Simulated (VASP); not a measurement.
# SiB6 (F-43m) in VASP: further runs, part 2 of 2

VASP 6.6.1.

### 3 Single point, PBE

This run uses another cell than the first one, of 11.76 Å³/atom, 1.307 times its volume.

File INCAR:

```
SYSTEM = SiB6
PREC     = Accurate       ! precision mode
ENCUT    = 500            ! plane-wave cutoff, eV
EDIFF    = 1E-6           ! SCF threshold, eV
ISMEAR   = 0              ! smearing method
SIGMA    = 0.2            ! smearing width, eV
LREAL    = .False.        ! projectors in reciprocal space
LASPH    = .True.         ! aspherical terms in the spheres
NELM     = 120            ! most SCF steps
ALGO     = Normal         ! electronic algorithm
ISIF     = 2              ! what is computed and relaxed
LWAVE    = .False.        ! write WAVECAR
LCHARG   = .False.        ! write CHGCAR
GGA      = PE             ! functional
NBANDS   = 20             ! bands
GGA_COMPAT= .False.
```

File KPOINTS:

```
Automatic mesh
0
Gamma
  4 4 4
  0 0 0
```

File POSCAR:

```
SiB6
1.0
    0.0000000000      3.4526505984      3.4526505984
    3.4526505984      0.0000000000      3.4526505984
    3.4526505984      3.4526505984      0.0000000000
Si B
1 6
Direct
    0.0000000000      0.0000000000      0.0000000000
    0.8371513218      0.8371513218      0.8371513218
    0.8371513218      0.8371513218      0.4885460346
    0.8371513218      0.4885460346      0.8371513218
    0.4885460346      0.8371513218      0.8371513218
    0.2500000000      0.2500000000      0.2500000000
    0.5000000000      0.5000000000      0.5000000000
```

Potentials or basis: VASP PAW PBE potentials, release 64 (Si, B).

Started as:

```sh
$ cat potpaw_PBE.64/Si/POTCAR potpaw_PBE.64/B/POTCAR > POTCAR
$ mpirun -np 1 vasp_std > vasp.out
```

OUTCAR:

```text
SYSTEM = SiB6
   PREC = Accurate
   ENCUT = 500
   EDIFF = 1E-6
   ISMEAR = 0
   LREAL = .False.
   LASPH = .True.
   NELM = 120
   ISIF = 2
   GGA = PE

 ion  position               nearest neighbor table
   1  0.000  0.000  0.000-   3 1.95   4 1.95   5 1.95   2 1.95
   2  0.837  0.837  0.837-   3 1.70   4 1.70   5 1.70   1 1.95
   3  0.837  0.837  0.489-   2 1.70   4 1.70   5 1.70   1 1.95
   4  0.837  0.489  0.837-   2 1.70   3 1.70   5 1.70   1 1.95
   5  0.489  0.837  0.837-   2 1.70   3 1.70   4 1.70   1 1.95
   6  0.250  0.250  0.250-
   7  0.500  0.500  0.500-

  LATTYP: Found a face centered cubic cell.
 ALAT       =     6.9053011968

  Lattice vectors:

 A1 = (   0.0000000000,   3.4526505984,   3.4526505984)
 A2 = (   3.4526505984,   0.0000000000,   3.4526505984)
 A3 = (   3.4526505984,   3.4526505984,   0.0000000000)

Analysis of symmetry for initial positions (statically):
=====================================================================
 Subroutine PRICEL returns:
 Original cell was already a primitive cell.

 Routine SETGRP: Setting up the symmetry group for a
 face centered cubic supercell.

 Subroutine GETGRP returns: Found 24 space group operations
 (whereof 24 operations were pure point group operations)
 out of a pool of 48 trial point group operations.

The static configuration has the point symmetry T_d .

Analysis of symmetry for dynamics (positions and initial velocities):
=====================================================================
 Subroutine PRICEL returns:
 Original cell was already a primitive cell.

 Routine SETGRP: Setting up the symmetry group for a
 face centered cubic supercell.

 Subroutine GETGRP returns: Found 24 space group operations
[... 113 lines left out ...]
   IALGO  =     38    algorithm
   IMIX   =      4    mixing-type and parameters
     AMIX     =   0.40;   BMIX     =  1.00
     AMIX_MAG =   1.60;   BMIX_MAG =  1.00
  volume/ion in A,a.u.               =      11.76        79.36
  Fermi-wavevector in a.u.,A,eV,Ry     =   1.054516  1.992746 15.129727  1.112004
  Thomas-Fermi vector in A             =   2.189679
   LORBIT       =      0    0 simple, 1 ext, 2 COOP (PROOUT), +10 PAW based schemes
   GGA     = PE    functional components
   LHFCALC =     F    Hartree Fock is set to
   AEXX    =    0.0000 exact exchange contribution
   IVDW    =     0    specifies the selected vdW correction
   LEPSILON=     F    determine dielectric tensor
   LRPA    =     F    only Hartree local field effects (RPA)
 non-spin polarized calculation
 Gauss-broadening in eV      SIGMA  =   0.20
  energy-cutoff  :      500.00
  volume of cell :       82.32
 maximum number of plane-waves:      2120
   NGX = 17   NGY = 17   NGZ = 17

 number of electron      22.0000001 magnetization

 Free energy of the ion-electron system (eV)
  ---------------------------------------------------
  ext. energy  EPLUGINS =         0.00000000
  ---------------------------------------------------
  free energy    TOTEN  =       -33.36784022 eV

  energy without entropy =      -33.26845839  energy(sigma->0) =      -33.31814931

 E-fermi :   3.6412     XC(G=0): -10.1572

 val. band max:        3.4717963137   @ k =  -0.2500   0.5000   0.2500
 cond. band min:       3.6546321058   @ k =   0.0000   0.0000   0.0000
 fundamental gap:      0.1828357922
 Fermi energy:         3.6411539149

 k-point     1 :       0.0000    0.0000    0.0000
  band No.  band energies     occupation
      1      -9.6521      2.00000
      2      -5.4245      2.00000
      3      -1.0331      2.00000
      4      -1.0331      2.00000
      5      -1.0331      2.00000
      6      -0.8319      2.00000
[... 173 lines left out ...]
     19       9.1741      0.00000
     20       9.5824      0.00000

------------------------ aborting loop because EDIFF is reached ----------------------------------------

  FORCE on cell =-STRESS in cart. coord.  units (eV):
  Direction    XX          YY          ZZ          XY          YZ          ZX
  --------------------------------------------------------------------------------------
  -------------------------------------------------------------------------------------
  Total        0.2177727      0.2177727      0.2177727     -0.0000000     -0.0000000      0.0000000
  in kB        4.2386366      4.2386366      4.2386366     -0.0000000     -0.0000000      0.0000000
  external PRESSURE =       4.2386366 kB  Pullay stress =       0.0000000 kB

 VOLUME and BASIS-vectors are now :
 -----------------------------------------------------------------------------
  energy-cutoff  :      500.00
  volume of cell :       82.32
      direct lattice vectors                 reciprocal lattice vectors
     0.000000000  3.452650598  3.452650598    -0.144816275  0.144816275  0.144816275
     3.452650598  0.000000000  3.452650598     0.144816275 -0.144816275  0.144816275
     3.452650598  3.452650598  0.000000000     0.144816275  0.144816275 -0.144816275

 POSITION                                       TOTAL-FORCE (eV/Angst)
 -----------------------------------------------------------------------------------
      0.00000      0.00000      0.00000        -0.000000     -0.000000     -0.000000
      5.78078      5.78078      5.78078         0.040014      0.040014      0.040014
      4.57717      4.57717      5.78078        -0.040014     -0.040014      0.040014
      4.57717      5.78078      4.57717        -0.040014      0.040014     -0.040014
      5.78078      4.57717      4.57717         0.040014     -0.040014     -0.040014
      1.72633      1.72633      1.72633        -0.000000     -0.000000     -0.000000
      3.45265      3.45265      3.45265        -0.000000     -0.000000     -0.000000
 -----------------------------------------------------------------------------------
    total drift:                                0.000000      0.000000      0.000000

  FREE ENERGIE OF THE ION-ELECTRON SYSTEM (eV)
  ---------------------------------------------------
  free  energy   TOTEN  =       -33.3678402227 eV

  energy  without entropy=      -33.2684583932  energy(sigma->0) =      -33.31814931
```

Run time: 21 s. Hardware: 1 thread of Intel Xeon 8259CL, shared host; peak memory 0.2 GiB.

What came out:

```
Free energy            : -33.3678 eV
Pressure               : 0.4 GPa
Largest force          : 0.069 eV/Å
Band gap on the k mesh : zero (band 11 reaches 4.75 eV, above the bottom of band 12 at 2.62 eV)
```

Forces in eV/Å, atoms in the order of the input:
```
Si   0.000  0.000  0.000
B    0.040  0.040  0.040
B   -0.040 -0.040  0.040
B   -0.040  0.040 -0.040
B    0.040 -0.040 -0.040
B    0.000  0.000  0.000
B    0.000  0.000  0.000
```

Caveat: the k points lie up to 0.39 Å⁻¹ apart.
